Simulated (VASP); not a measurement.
CaSe:

```
CELL_PARAMETERS angstrom
3.69476 0.00000 0.00000
0.00000 3.69476 0.00000
0.00000 0.00000 3.69476
ATOMIC_POSITIONS crystal
Ca 0.00000 0.00000 0.00000
Se 0.50000 0.50000 0.50000
```

This cell differs from its parent crystal: strain +1.7%.

Base run:

| Item | Value |
| --- | --- |
| Program | VASP 6.6.1 |
| Functional | PBE |
| Potentials or basis | VASP PAW PBE potentials, release 64 (Ca_sv, Se) |
| Cutoff | 520 eV |
| k mesh | 8 × 8 × 8 |
| Occupations | fermi-dirac, width 0.02 eV |
| Spin | no spin polarisation |

Its results: band gap on the k mesh 0.83 eV; pressure -1.6 GPa.

Task: The run is repeated on the same cell with these changes: functional from PBE to r2SCAN; occupations from fermi-dirac, width 0.02 eV to gaussian, width 0.01 eV. What comes out?

Result: Band gap on the k mesh 1.31 eV; pressure -2.3 GPa.

Caveats: the PAW data sets were made with another functional, which shifts forces and pressure a little (at least some runs).

A k mesh can miss the band edges.
